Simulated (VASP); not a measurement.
# CaO (Fm-3m) in VASP: a series of runs, part 2 of 3

VASP 6.6.1. The steps go on from the part before.

## Step 3: Vibrations by perturbation theory, PBEsol

This run uses another cell than the first one, of 13.54 Å³/atom.

INCAR

```
SYSTEM = CaO
PREC = Accurate ; ENCUT = 520
EDIFF = 1E-8 ; ISMEAR = 0
SIGMA = 0.01 ; LREAL = .False.
LASPH = .True. ; NELM = 100
ALGO = Normal ; ISIF = 2
LWAVE = .False. ; LCHARG = .True.
GGA = PS ; NBANDS = 15
IBRION = 8 ; NSW = 1
```

KPOINTS

```
regular mesh
0
Gamma
  8 8 8
  0 0 0
```

POSCAR

```
CaO
1.0
    0.0000000000      2.3835783342      2.3835783342
    2.3835783342      0.0000000000      2.3835783342
    2.3835783342      2.3835783342      0.0000000000
Ca O
1 1
Direct
    0.0000000000      0.0000000000      0.0000000000
    0.5000000000      0.5000000000      0.5000000000
```

Potentials or basis: VASP PAW PBE potentials, release 64 (Ca_sv, O).

The run is started by

```
> cat potpaw_PBE.64/Ca_sv/POTCAR potpaw_PBE.64/O/POTCAR > POTCAR
> mpirun -np 1 vasp_std > vasp.out
```

OUTCAR:

```text
SYSTEM = CaO
   PREC = Accurate
   ENCUT = 520
   EDIFF = 1E-8
   ISMEAR = 0
   LREAL = .False.
   LASPH = .True.
   NELM = 100
   ISIF = 2
   GGA = PS
   IBRION = 8
   NSW = 1

 ion  position               nearest neighbor table
   1  0.000  0.000  0.000-   2 2.38   2 2.38   2 2.38   2 2.38   2 2.38   2 2.38
   2  0.500  0.500  0.500-   1 2.38   1 2.38   1 2.38   1 2.38   1 2.38   1 2.38

  LATTYP: Found a face centered cubic cell.
 ALAT       =     4.7671566684

  Lattice vectors:

 A1 = (   0.0000000000,   2.3835783342,   2.3835783342)
 A2 = (   2.3835783342,   0.0000000000,   2.3835783342)
 A3 = (   2.3835783342,   2.3835783342,   0.0000000000)

Analysis of symmetry for initial positions (statically):
=====================================================================
 Subroutine PRICEL returns:
 Original cell was already a primitive cell.

 Routine SETGRP: Setting up the symmetry group for a
 face centered cubic supercell.

 Subroutine GETGRP returns: Found 48 space group operations
 (whereof 48 operations were pure point group operations)
 out of a pool of 48 trial point group operations.

The static configuration has the point symmetry O_h .

Analysis of symmetry for dynamics (positions and initial velocities):
=====================================================================
 Subroutine PRICEL returns:
 Original cell was already a primitive cell.

 Routine SETGRP: Setting up the symmetry group for a
 face centered cubic supercell.

 Subroutine GETGRP returns: Found 48 space group operations
 (whereof 48 operations were pure point group operations)
 out of a pool of 48 trial point group operations.

The dynamic configuration has the point symmetry O_h .

 Subroutine INISYM returns: Found 48 space group operations
 (whereof 48 operations are pure point group operations),
 and found     1 'primitive' translations

----------------------------------------------------------------------------------------

                                     Primitive cell

  volume of cell :      27.0843

  direct lattice vectors                    reciprocal lattice vectors
     0.000000000  2.383578334  2.383578334    -0.209768646  0.209768646  0.209768646
     2.383578334  0.000000000  2.383578334     0.209768646 -0.209768646  0.209768646
     2.383578334  2.383578334  0.000000000     0.209768646  0.209768646 -0.209768646

  length of vectors
     3.370888807  3.370888807  3.370888807     0.363329953  0.363329953  0.363329953

  position of ions in fractional coordinates (direct lattice)
     0.000000000  0.000000000  0.000000000
     0.500000000  0.500000000  0.500000000

[... 143 lines left out ...]
      8       2.3354      2.00000
      9       7.0995      0.00000
     10       8.5857      0.00000
     11       8.5857      0.00000
     12       8.5857      0.00000
     13      10.1664      0.00000
     14      10.1664      0.00000
[... 401 lines left out ...]
      2     -16.7914      2.00000
      3     -16.0430      2.00000
      4     -15.9148      2.00000
      5     -12.1269      2.00000
      6       0.2031      2.00000
      7       1.1652      2.00000
      8       1.2293      2.00000
      9       9.1360      0.00000
     10       9.1994      0.00000
     11      11.2661      0.00000
     12      11.4685      0.00000
     13      12.7919      0.00000
     14      14.4416      0.00000
     15      16.4087      0.00000

 [... further k-points ...]

------------------------ aborting loop because EDIFF is reached ----------------------------------------

  FORCE on cell =-STRESS in cart. coord.  units (eV):
  Direction    XX          YY          ZZ          XY          YZ          ZX
  --------------------------------------------------------------------------------------
  -------------------------------------------------------------------------------------
  Total        0.1107048      0.1107048      0.1107048     -0.0000000      0.0000000      0.0000000
  in kB        6.5487564      6.5487564      6.5487564     -0.0000000      0.0000000      0.0000000
  external PRESSURE =       6.5487564 kB  Pullay stress =       0.0000000 kB

 VOLUME and BASIS-vectors are now :
 -----------------------------------------------------------------------------
  energy-cutoff  :      520.00
  volume of cell :       27.08
      direct lattice vectors                 reciprocal lattice vectors
     0.000000000  2.383578334  2.383578334    -0.209768646  0.209768646  0.209768646
     2.383578334  0.000000000  2.383578334     0.209768646 -0.209768646  0.209768646
     2.383578334  2.383578334  0.000000000     0.209768646  0.209768646 -0.209768646

 POSITION                                       TOTAL-FORCE (eV/Angst)
 -----------------------------------------------------------------------------------
      0.00000      0.00000      0.00000         0.000000     -0.000000     -0.000000
      2.38358      2.38358      2.38358        -0.000000      0.000000      0.000000
 -----------------------------------------------------------------------------------
    total drift:                                0.000000      0.000000      0.000000

  FREE ENERGIE OF THE ION-ELECTRON SYSTEM (eV)
  ---------------------------------------------------
  free  energy   TOTEN  =       -13.4107989687 eV

  energy  without entropy=      -13.4107989687  energy(sigma->0) =      -13.41079897

[... ionic steps 2 to 3 ...]

--------------------------------------- Ionic step        4  -------------------------------------------

------------------------ aborting loop because EDIFF is reached ----------------------------------------

[... ionic steps 5 to 6 ...]

--------------------------------------- Ionic step        7  -------------------------------------------

 Free energy of the ion-electron system (eV)
  ---------------------------------------------------
  ---------------------------------------------------
  free energy    TOTEN  =        -0.36192642 eV

  energy without entropy =       -0.36192642

------------------------ aborting loop because EDIFF is reached ----------------------------------------

 INTERNAL STRAIN TENSOR  FOR ION    2  DIRECTION 1   (eV/Angst):
 -----------------------------------------------------------------------------
     0.01959 -0.00000  0.00000
    -0.00000 -0.01100  0.00000
    -0.00000  0.00000 -0.01100

 INTERNAL STRAIN TENSOR FOR ION    2 for displacements in x,y,z  (eV/Angst):
          X           Y           Z          XY          YZ          ZX
  --------------------------------------------------------------------------------
  x     0.00000     0.00000     0.00000     0.00000     0.00000     0.00000
  y     0.00000     0.00000     0.00000     0.00000     0.00000     0.00000
  z     0.00000     0.00000     0.00000     0.00000     0.00000     0.00000

 SECOND DERIVATIVES (NOT SYMMETRIZED)
 ------------------------------------
               1X          1Y          1Z          2X          2Y          2Z
  1X    -3.287693    0.000000    0.000000    3.287693    0.000000    0.000000
  1Y     0.000000   -3.287693    0.000000    0.000000    3.287693    0.000000
  1Z     0.000000    0.000000   -3.287693    0.000000    0.000000    3.287693
  2X     3.279235    0.000000    0.000000   -3.279235    0.000000    0.000000
  2Y     0.000000    3.279235    0.000000    0.000000   -3.279235    0.000000
  2Z     0.000000    0.000000    3.279235    0.000000    0.000000   -3.279235

 Eigenvectors and eigenvalues of the dynamical matrix
 ----------------------------------------------------

   1 f  =    8.374908 THz    52.621100 2PiTHz  279.356869 cm-1    34.635822 meV
             X         Y         Z           dx          dy          dz
      0.000000  0.000000  0.000000     0.534643   -0.000000   -0.000000
      2.383578  2.383578  2.383578    -0.845078   -0.000000   -0.000000
[... 21 lines left out ...]
   6 f/i=    0.004874 THz     0.030624 2PiTHz    0.162578 cm-1     0.020157 meV
             X         Y         Z           dx          dy          dz
      0.000000  0.000000  0.000000    -0.006607    0.026689    0.844631
      2.383578  2.383578  2.383578    -0.004180    0.016885    0.534359

--------------------------------------------------------------------------------------------------------

 ELASTIC MODULI CONTR FROM IONIC RELAXATION (kBar)
 Direction    XX          YY          ZZ          XY          YZ          ZX
 --------------------------------------------------------------------------------
 XX           0.0000      0.0000      0.0000      0.0000      0.0000      0.0000
 YY           0.0000      0.0000      0.0000      0.0000      0.0000      0.0000
 ZZ           0.0000      0.0000      0.0000      0.0000      0.0000      0.0000
 XY           0.0000      0.0000      0.0000      0.0000      0.0000      0.0000
 YZ           0.0000      0.0000      0.0000      0.0000      0.0000      0.0000
 ZX           0.0000      0.0000      0.0000      0.0000      0.0000      0.0000
 --------------------------------------------------------------------------------
```

OSZICAR:

```text
N       E                     dE             d eps       ncg     rms          rms(c)
DAV:   1     0.120983218604E+03    0.12098E+03   -0.83551E+03   870   0.110E+03
DAV:   2    -0.962572160571E+01   -0.13061E+03   -0.12137E+03  1101   0.293E+02
DAV:   3    -0.147832682757E+02   -0.51575E+01   -0.51104E+01  1046   0.602E+01
DAV:   4    -0.149317848096E+02   -0.14852E+00   -0.14844E+00  1176   0.913E+00
[... 59 lines left out ...]
RMM:  10    -0.361926430695E+00   -0.63811E-07    0.63555E-07  3873   0.353E-04    0.302E-05
RMM:  11    -0.361926282261E+00    0.14843E-06    0.35534E-08  3558   0.184E-04    0.233E-05
RMM:  12    -0.361926447471E+00   -0.16521E-06    0.44172E-07  3580   0.867E-05    0.198E-06
RMM:  13    -0.361926427016E+00    0.20455E-07    0.27751E-07  3926   0.382E-05    0.206E-06
RMM:  14    -0.361926420809E+00    0.62071E-08    0.60678E-08  3738   0.170E-05    0.100E-06
 Linear response finished
```

stdout:

```text
POSCAR found type information on POSCAR CaO
 POSCAR found :  2 types and       2 ions
 scaLAPACK will be used
 -----------------------------------------------------------------------------
|                                                                             |
|                                                                             |
|     You enforced a specific xc type in the INCAR file but a different       |
|     I HOPE YOU KNOW WHAT YOU ARE DOING!                                     |
|                                                                             |
 -----------------------------------------------------------------------------

 LDA part: xc-table for (Slater+PW92), standard interpolation
 POSCAR, INCAR and KPOINTS ok, starting setup
 FFT: planning ... GRIDC
 FFT: planning ... GRID_SOFT
 FFT: planning ... GRID
 WAVECAR not read
 entering main loop
 Linear response reoptimize wavefunctions to high precision
 Linear response DOF=           2
 Linear response progress:
 first order change of Fermi-energy   0.22219E-03
 force on displaced ion       1 direction 1 :  -3.288   0.000   0.000
 Linear response progress:
 first order change of Fermi-energy   0.13515E-03
 force on displaced ion       2 direction 1 :  -3.279   0.000   0.000
 Linear response finished
```

Run time: 91 s. Hardware: 1 thread of Intel Xeon 6975P-C (Granite Rapids), shared host; peak memory 0.22 GiB.

Results:

```
Highest phonon frequency at Γ, LO-TO splitting left out : 279 cm⁻¹
```

Phonon frequencies in cm⁻¹ (negative: imaginary):
```tsv
q point	frequencies
(0.000, 0.000, 0.000)	0 0 0 279 279 279
```

Caveat: the PAW data sets were made with another functional, which shifts forces and pressure a little.

## Step 4: Vibrations by perturbation theory, PBEsol

This run uses another cell than the first one, of 13.54 Å³/atom.

INCAR

```
PREC     = Accurate       # precision mode
ENCUT    = 520            # plane-wave cutoff, eV
EDIFF    = 1E-8           # SCF threshold, eV
ISMEAR   = 0              # smearing method
SIGMA    = 0.01           # smearing width, eV
LREAL    = F              # projectors in reciprocal space
LASPH    = T              # aspherical terms in the spheres
NELM     = 100            # most SCF steps
ALGO     = Normal         # electronic algorithm
ISIF     = 2              # what is computed and relaxed
LWAVE    = F              # write WAVECAR
LCHARG   = F              # write CHGCAR
GGA      = PS             # functional
NBANDS   = 15             # bands
IBRION   = 8              # ionic algorithm
NSW      = 1              # ionic steps
LEPSILON = T              # dielectric tensor by DFPT
```

KPOINTS

```
Automatic mesh
0
Gamma
  8 8 8
```

POSCAR is that of step 3.

Potentials or basis: VASP PAW PBE potentials, release 64 (Ca_sv, O).

The run is started by

```
> cat potpaw_PBE.64/Ca_sv/POTCAR potpaw_PBE.64/O/POTCAR > POTCAR
> mpirun -np 1 vasp_std > vasp.out
```

OUTCAR:

```text
PREC = Accurate
   ENCUT = 520
   EDIFF = 1E-8
   ISMEAR = 0
   LREAL = F
   LASPH = T
   NELM = 100
   ISIF = 2
   GGA = PS
   IBRION = 8
   NSW = 1
   LEPSILON = T

 ion  position               nearest neighbor table
   1  0.000  0.000  0.000-   2 2.38   2 2.38   2 2.38   2 2.38   2 2.38   2 2.38
   2  0.500  0.500  0.500-   1 2.38   1 2.38   1 2.38   1 2.38   1 2.38   1 2.38

  LATTYP: Found a face centered cubic cell.
 ALAT       =     4.7671566684

  Lattice vectors:

 A1 = (   0.0000000000,   2.3835783342,   2.3835783342)
 A2 = (   2.3835783342,   0.0000000000,   2.3835783342)
 A3 = (   2.3835783342,   2.3835783342,   0.0000000000)

Analysis of symmetry for initial positions (statically):
=====================================================================
 Subroutine PRICEL returns:
 Original cell was already a primitive cell.

 Routine SETGRP: Setting up the symmetry group for a
 face centered cubic supercell.

 Subroutine GETGRP returns: Found 48 space group operations
 (whereof 48 operations were pure point group operations)
 out of a pool of 48 trial point group operations.

The static configuration has the point symmetry O_h .

Analysis of symmetry for dynamics (positions and initial velocities):
=====================================================================
 Subroutine PRICEL returns:
 Original cell was already a primitive cell.

 Routine SETGRP: Setting up the symmetry group for a
 face centered cubic supercell.

 Subroutine GETGRP returns: Found 48 space group operations
 (whereof 48 operations were pure point group operations)
[... 690 lines left out ...]
          XX          YY          ZZ          XY          YZ          ZX
  --------------------------------------------------------------------------------
  x     0.00000     0.00000     0.00000     0.00000     0.00000     0.00000
  y     0.00000     0.00000     0.00000     0.00000     0.00000     0.00000
  z     0.00000     0.00000     0.00000     0.00000     0.00000     0.00000

 BORN EFFECTIVE CHARGES (including local field effects) (in |e|, cummulative output)
 ---------------------------------------------------------------------------------
 ion    1
    1     2.36270     0.00000    -0.00000
    2     0.00000     2.36270    -0.00000
    3     0.00000    -0.00000     2.36270
 ion    2
    1    -2.36270    -0.00000     0.00000
    2    -0.00000    -2.36270     0.00000
    3    -0.00000     0.00000    -2.36270

 INTERNAL STRAIN TENSOR FOR ION    2 for displacements in x,y,z  (eV/Angst):
          X           Y           Z          XY          YZ          ZX
  --------------------------------------------------------------------------------
  x     0.00000     0.00000     0.00000     0.00000     0.00000     0.00000
  y     0.00000     0.00000     0.00000     0.00000     0.00000     0.00000
  z     0.00000     0.00000     0.00000     0.00000     0.00000     0.00000

 SECOND DERIVATIVES (NOT SYMMETRIZED)
 ------------------------------------
               1X          1Y          1Z          2X          2Y          2Z
  1X    -3.287619    0.000000    0.000000    3.287619    0.000000    0.000000
  1Y     0.000000   -3.287619    0.000000    0.000000    3.287619    0.000000
  1Z     0.000000    0.000000   -3.287619    0.000000    0.000000    3.287619
  2X     3.279239    0.000000    0.000000   -3.279239    0.000000    0.000000
  2Y     0.000000    3.279239    0.000000    0.000000   -3.279239    0.000000
  2Z     0.000000    0.000000    3.279239    0.000000    0.000000   -3.279239

 Eigenvectors and eigenvalues of the dynamical matrix
 ----------------------------------------------------

   1 f  =    8.374885 THz    52.620953 2PiTHz  279.356085 cm-1    34.635725 meV
             X         Y         Z           dx          dy          dz
      0.000000  0.000000  0.000000     0.000000    0.534638    0.000000
      2.383578  2.383578  2.383578    -0.000000   -0.845081    0.000000
[... 21 lines left out ...]
   6 f/i=    0.004828 THz     0.030338 2PiTHz    0.161060 cm-1     0.019969 meV
             X         Y         Z           dx          dy          dz
      0.000000  0.000000  0.000000     0.766666   -0.355507    0.000000
      2.383578  2.383578  2.383578     0.485029   -0.224910    0.000000

--------------------------------------------------------------------------------------------------------

 MACROSCOPIC STATIC DIELECTRIC TENSOR IONIC CONTRIBUTION
 ------------------------------------------------------
          11.358945     0.000000    -0.000000
           0.000000    11.358945    -0.000000
          -0.000000    -0.000000    11.358945
 ------------------------------------------------------

 ELASTIC MODULI CONTR FROM IONIC RELAXATION (kBar)
 Direction    XX          YY          ZZ          XY          YZ          ZX
 --------------------------------------------------------------------------------
 XX           0.0000      0.0000      0.0000      0.0000      0.0000      0.0000
 YY           0.0000      0.0000      0.0000      0.0000      0.0000      0.0000
 ZZ           0.0000      0.0000      0.0000      0.0000      0.0000      0.0000
 XY           0.0000      0.0000      0.0000      0.0000      0.0000      0.0000
 YZ           0.0000      0.0000      0.0000      0.0000      0.0000      0.0000
 ZX           0.0000      0.0000      0.0000      0.0000      0.0000      0.0000
 --------------------------------------------------------------------------------

 PIEZOELECTRIC TENSOR IONIC CONTR  for field in x, y, z        (C/m^2)
          XX          YY          ZZ          XY          YZ          ZX
  --------------------------------------------------------------------------------
  x     0.00000     0.00000     0.00000     0.00000     0.00000     0.00000
  y     0.00000     0.00000     0.00000     0.00000     0.00000     0.00000
  z     0.00000     0.00000     0.00000     0.00000     0.00000     0.00000
```

OSZICAR:

```text
N       E                     dE             d eps       ncg     rms          rms(c)
DAV:   1     0.120983218604E+03    0.12098E+03   -0.83551E+03   870   0.110E+03
DAV:   2    -0.962572160571E+01   -0.13061E+03   -0.12137E+03  1101   0.293E+02
DAV:   3    -0.147832682757E+02   -0.51575E+01   -0.51104E+01  1046   0.602E+01
DAV:   4    -0.149317848096E+02   -0.14852E+00   -0.14844E+00  1176   0.913E+00
[... 251 lines left out ...]
RMM:  10    -0.361926427252E+00   -0.60147E-07    0.10322E-07  3874   0.354E-04    0.302E-05
RMM:  11    -0.361926304847E+00    0.12240E-06   -0.19258E-08  3549   0.184E-04    0.227E-05
RMM:  12    -0.361926449533E+00   -0.14469E-06    0.20336E-07  3593   0.866E-05    0.201E-06
RMM:  13    -0.361926424977E+00    0.24556E-07    0.11690E-07  3924   0.378E-05    0.197E-06
RMM:  14    -0.361926422324E+00    0.26533E-08    0.35999E-08  3712   0.167E-05    0.107E-06
 Linear response finished
```

Wall time 3.6 min (1 thread of Intel Xeon 6975P-C (Granite Rapids), shared host); peak memory 0.21 GiB.

Results:

```yaml
Electronic_dielectric_tensor_diagonal: 3.86
Born_charges_mean_of_the_diagonal: Ca +2.36; O -2.36 e
Highest_phonon_frequency_at_Γ_LO-TO_splitting_left_out: 279 cm⁻¹
```

Phonon frequencies in cm⁻¹ (negative: imaginary):
| q point | frequencies |
| --- | --- |
| (0.000, 0.000, 0.000) | 0 0 0 279 279 279 |

Electronic dielectric tensor:
```
3.86 0.00 0.00
0.00 3.86 0.00
0.00 0.00 3.86
```

Born effective charge tensors (e):
atom 1, Ca
```
2.36 0.00 0.00
0.00 2.36 0.00
0.00 0.00 2.36
```
atom 2, O
```
-2.36  0.00  0.00
 0.00 -2.36  0.00
 0.00  0.00 -2.36
```

Caveat: the PAW data sets were made with another functional, which shifts forces and pressure a little.

[end of part 2 of 3]
